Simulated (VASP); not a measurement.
# TiN (rocksalt type) (Fm-3m) in VASP: further runs, part 2 of 2

VASP 6.6.1.

### Step 3. Single point, PBE

This run uses another cell than the first one: it holds 4 atoms, not 2.

INCAR reads:

```
SYSTEM = TiN
  PREC = Accurate
  ENCUT = 520
  EDIFF = 1E-6
  ISMEAR = -1
  SIGMA = 0.08
  LREAL = .False.
  LASPH = .True.
  NELM = 60
  ALGO = Normal
  ISIF = 2
  LWAVE = .False.
  LCHARG = .False.
  GGA = PE
  NBANDS = 25
```

KPOINTS reads:

```
Automatic mesh
0
Gamma
  12 12 9
  0 0 0
```

POSCAR reads:

```
TiN
1.0
    2.1236374921      2.1236374921      0.0000000000
   -2.1236374921      2.1236374921      0.0000000000
    0.0000000000      0.0000000000      4.2472749842
Ti N
2 2
Direct
    0.0000000000      0.0000000000      0.0000000000
    0.5000000000      0.5000000000      0.5000000000
    0.5000000000      0.5000000000      0.0000000000
    0.0000000000      0.0000000000      0.5000000000
```

Potentials or basis: VASP PAW PBE potentials, release 64 (Ti_sv, N).

Started as:

```sh
cat potpaw_PBE.64/Ti_sv/POTCAR potpaw_PBE.64/N/POTCAR > POTCAR
mpirun -np 1 vasp_std > vasp.out
```

OUTCAR:

```text
SYSTEM = TiN
   PREC = Accurate
   ENCUT = 520
   EDIFF = 1E-6
   ISMEAR = -1
   LREAL = .False.
   LASPH = .True.
   NELM = 60
   ISIF = 2
   GGA = PE

 ion  position               nearest neighbor table
   1  0.000  0.000  0.000-   3 2.12   4 2.12   4 2.12   3 2.12   3 2.12   3 2.12
   2  0.500  0.500  0.500-   3 2.12   4 2.12   3 2.12   4 2.12   4 2.12   4 2.12
   3  0.500  0.500  0.000-   1 2.12   2 2.12   2 2.12   1 2.12   1 2.12   1 2.12
   4  0.000  0.000  0.500-   1 2.12   2 2.12   1 2.12   2 2.12   2 2.12   2 2.12

  LATTYP: Found a simple tetragonal cell.
 ALAT       =     3.0032769429
 C/A-ratio  =     1.4142135624

  Lattice vectors:

 A1 = (   2.1236374921,   2.1236374921,   0.0000000000)
 A2 = (  -2.1236374921,   2.1236374921,   0.0000000000)
 A3 = (   0.0000000000,   0.0000000000,   4.2472749842)

Analysis of symmetry for initial positions (statically):
=====================================================================
 Subroutine PRICEL returns following result:

  LATTYP: Found a face centered cubic cell.
 ALAT       =     4.2472749842

  Lattice vectors:

 A1 = (   0.0000000000,  -2.1236374921,  -2.1236374921)
 A2 = (   2.1236374921,   0.0000000000,  -2.1236374921)
 A3 = (   2.1236374921,  -2.1236374921,  -0.0000000000)

   2 primitive cells build up your supercell.

 Routine SETGRP: Setting up the symmetry group for a
 simple tetragonal supercell.

 Subroutine GETGRP returns: Found 16 space group operations
 (whereof 16 operations were pure point group operations)
 out of a pool of 16 trial point group operations.

The static configuration has the point symmetry D_4h.

Analysis of symmetry for dynamics (positions and initial velocities):
=====================================================================
 Subroutine PRICEL returns following result:

  LATTYP: Found a face centered cubic cell.
 ALAT       =     4.2472749842

  Lattice vectors:

[... 124 lines left out ...]
   NELECT =      34.0000    total number of electrons
   NUPDOWN=      -1.0000    fix difference up-down
   EMIN   =  10.00;   EMAX   =-10.00  energy-range for DOS
   EFERMI =   0.00;   METHOD = LEGACY
   ISMEAR =    -1;   SIGMA  =   0.08  broadening in eV -4-tet -1-fermi 0-gaus
   EFERMI_NEDOS =   21; number of points for ismear=-14 and -15
   IALGO  =     38    algorithm
   IMIX   =      4    mixing-type and parameters
     AMIX     =   0.40;   BMIX     =  1.00
     AMIX_MAG =   1.60;   BMIX_MAG =  1.00
  volume/ion in A,a.u.               =       9.58        64.63
  Fermi-wavevector in a.u.,A,eV,Ry     =   1.573261  2.973032 33.676459  2.475150
  Thomas-Fermi vector in A             =   2.674572
   LORBIT       =      0    0 simple, 1 ext, 2 COOP (PROOUT), +10 PAW based schemes
   GGA     = PE    functional components
   LHFCALC =     F    Hartree Fock is set to
   AEXX    =    0.0000 exact exchange contribution
   IVDW    =     0    specifies the selected vdW correction
   LEPSILON=     F    determine dielectric tensor
   LRPA    =     F    only Hartree local field effects (RPA)
 non-spin polarized calculation
  energy-cutoff  :      520.00
  volume of cell :       38.31
 maximum number of plane-waves:      1055
 NGX is ok and might be reduce to    24

 number of electron      33.9999988 magnetization

 Free energy of the ion-electron system (eV)
  ---------------------------------------------------
  ext. energy  EPLUGINS =         0.00000000
  ---------------------------------------------------
  free energy    TOTEN  =       -39.29227096 eV

  energy without entropy =      -39.25726483  energy(sigma->0) =      -39.27476790

 E-fermi :  11.3734     XC(G=0): -12.9982

 val. band max:       11.3531056351   @ k =   0.1667   0.1667   0.4444
 cond. band min:      11.3741010646   @ k =   0.4167   0.2500   0.2222
 fundamental gap:      0.0209954295
 Fermi energy:        11.3734326499

 k-point     1 :       0.0000    0.0000    0.0000
  band No.  band energies     occupation
      1     -46.4836      2.00000
      2     -46.3582      2.00000
      3     -22.9926      2.00000
      4     -22.6668      2.00000
      5     -22.6668      2.00000
      6     -22.4675      2.00000
[... 661 lines left out ...]
     24      13.9576      0.00000
     25      15.1627      0.00000

 [... further k-points ...]
[... 5 lines left out ...]
  --------------------------------------------------------------------------------------
  -------------------------------------------------------------------------------------
  Total        0.0874886      0.0874886      0.1202562      0.0000000      0.0000000      0.0000000
  in kB        3.6589882      3.6589882      5.0294085      0.0000000      0.0000000      0.0000000
  external PRESSURE =       4.1157950 kB  Pullay stress =       0.0000000 kB

 VOLUME and BASIS-vectors are now :
 -----------------------------------------------------------------------------
  energy-cutoff  :      520.00
  volume of cell :       38.31
      direct lattice vectors                 reciprocal lattice vectors
     2.123637492  2.123637492  0.000000000     0.235445080  0.235445080  0.000000000
    -2.123637492  2.123637492  0.000000000    -0.235445080  0.235445080  0.000000000
     0.000000000  0.000000000  4.247274984     0.000000000  0.000000000  0.235445080

 POSITION                                       TOTAL-FORCE (eV/Angst)
 -----------------------------------------------------------------------------------
      0.00000      0.00000      0.00000         0.000000     -0.000000     -0.000000
      0.00000      2.12364      2.12364        -0.000000      0.000000      0.000000
      0.00000      2.12364      0.00000        -0.000000      0.000000     -0.000000
      0.00000      0.00000      2.12364         0.000000     -0.000000     -0.000000
 -----------------------------------------------------------------------------------
    total drift:                                0.000000      0.000000     -0.000000

  FREE ENERGIE OF THE ION-ELECTRON SYSTEM (eV)
  ---------------------------------------------------
  free  energy   TOTEN  =       -39.2922709631 eV

  energy  without entropy=      -39.2572648330  energy(sigma->0) =      -39.27476790
```

OSZICAR:

```text
N       E                     dE             d eps       ncg     rms          rms(c)
DAV:   1     0.401445630554E+03    0.40145E+03   -0.16996E+04  7008   0.170E+03
[... 11 lines left out ...]
DAV:  13    -0.392949612055E+02    0.32785E-02   -0.10601E-02  7965   0.848E-01    0.420E-01
DAV:  14    -0.392923205522E+02    0.26407E-02   -0.70686E-03  8494   0.677E-01    0.137E-01
DAV:  15    -0.392922730707E+02    0.47481E-04   -0.11628E-03  8101   0.209E-01    0.332E-02
DAV:  16    -0.392922729257E+02    0.14497E-06   -0.30842E-05 10089   0.364E-02    0.228E-02
DAV:  17    -0.392922878540E+02   -0.14928E-04   -0.53040E-05  8750   0.581E-02    0.331E-02
DAV:  18    -0.392922711721E+02    0.16682E-04   -0.37476E-05  8568   0.508E-02    0.154E-02
DAV:  19    -0.392922709631E+02    0.20907E-06   -0.46576E-06  6313   0.124E-02
   1 F= -.39292271E+02 E0= -.39274768E+02  d E =-.350061E-01
```

Wall time 89 s (1 thread of Intel Xeon Platinum 8375C at 2.90GHz (Ice Lake), shared host); peak memory 0.23 GiB.

Results:

```yaml
Free_energy: -39.2923 eV
Pressure: 0.4 GPa
Band_gap_on_the_k_mesh: zero (band 17 reaches 13.04 eV, above the bottom of band 18 at 8.35 eV)
```

Levels at points of the mesh, in eV from the Fermi level:
| k point | band 14 | band 15 | band 16 | band 17 | band 18 | band 19 | band 20 | band 21 |
| --- | --- | --- | --- | --- | --- | --- | --- | --- |
| (0.00, 0.00, 0.00) | -3.02 | -2.02 | -2.01 | -2.01 | -0.59 | -0.59 | -0.59 | 0.59 |
| (0.50, 0.00, 0.00) | -5.16 | -5.02 | -5.02 | 0.94 | 0.94 | 1.70 | 1.70 | 1.77 |
| (0.50, 0.50, 0.00) | -3.20 | -3.20 | -3.20 | -3.03 | -3.03 | 1.65 | 1.65 | 2.38 |

### Step 4. Single point, PBE

This run uses another cell than the first one: it holds 4 atoms, not 2.

INCAR reads:

```
ALGO = Normal ; EDIFF = 1E-6
ENCUT = 520 ; GGA = PE
ISIF = 2 ; ISMEAR = -1
LASPH = T ; LCHARG = F
LREAL = F ; LWAVE = F
NBANDS = 25 ; NELM = 100
PREC = Accurate ; SIGMA = 0.08
```

KPOINTS reads:

```
k-points
0
Gamma
  12 12 9
```

POSCAR is that of step 3.

Started as:

```sh
cat potpaw_PBE.64/Ti_sv/POTCAR potpaw_PBE.64/N/POTCAR > POTCAR
mpirun -np 1 vasp_std > vasp.out
```

Wall time 91 s (1 thread of Intel Xeon Platinum 8375C at 2.90GHz (Ice Lake), shared host); peak memory 0.23 GiB.

The run converged. Its results:

| Property | Result |
| --- | --- |
| Free energy | -39.2923 eV |
| Pressure | 0.4 GPa |
| Band gap on the k mesh | zero (band 17 reaches 13.04 eV, above the bottom of band 18 at 8.35 eV) |

Levels at points of the mesh, in eV from the Fermi level:
```
           k point  band 14  band 15  band 16  band 17  band 18  band 19  band 20  band 21
(0.00, 0.00, 0.00)    -3.02    -2.02    -2.01    -2.01    -0.59    -0.59    -0.59     0.59
(0.50, 0.00, 0.00)    -5.16    -5.02    -5.02     0.94     0.94     1.70     1.70     1.77
(0.50, 0.50, 0.00)    -3.20    -3.20    -3.20    -3.03    -3.03     1.65     1.65     2.38
```
